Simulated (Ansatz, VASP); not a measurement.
**One calculation of Ta2N, two programs**

```
Ta N
1.0
     3.11286    0.00000    0.00000
    -1.55643    2.69582    0.00000
     0.00000    0.00000    4.86984
Ta N
2 1
Direct
  0.33333 0.66667 0.25471
  0.66667 0.33333 0.74529
  0.00000 0.00000 0.00000
```

Alike in both runs: functional r2SCAN; k mesh 10 × 10 × 6; occupations fermi-dirac, width 0.05 eV; no spin polarisation.

|  | VASP | Ansatz |
| --- | --- | --- |
| version | VASP 6.6.1 | Ansatz 0.2.0 |
| potentials or method | VASP PAW PBE potentials, release 64 (Ta_pv, N) | Ansatz PAW |
| plane-wave cutoff (eV) | 520 | 500 |
| valence electrons in the cell | 27 | 31 |
| task | single point | band structure |

Ansatz gave:

| Property | Result |
| --- | --- |
| gap on the k mesh at the Fermi level (eV) | none |
| pressure (GPa) | -5.3 |
| traceless stress, the component that is largest in VASP (GPa) | 1.89 |
| rms of the force components (eV/Å) | 0.048 |

What did VASP give for the same quantities?

gap on the k mesh at the Fermi level (eV): none; pressure (GPa): -4.3; traceless stress, the component that is largest in VASP (GPa): 1.73; rms of the force components (eV/Å): 0.084.

VASP's potentials were made for PBE, not for r2SCAN. Atom by atom the forces differ by 0.036 eV/Å (rms over components). A gap of «none» marks a metal or a gap that the smearing closes. VASP's potentials hold 27 valence electrons a cell and Ansatz's 31, so a difference there can come from the potentials and not from the codes.

Spin-orbit coupling is off throughout.
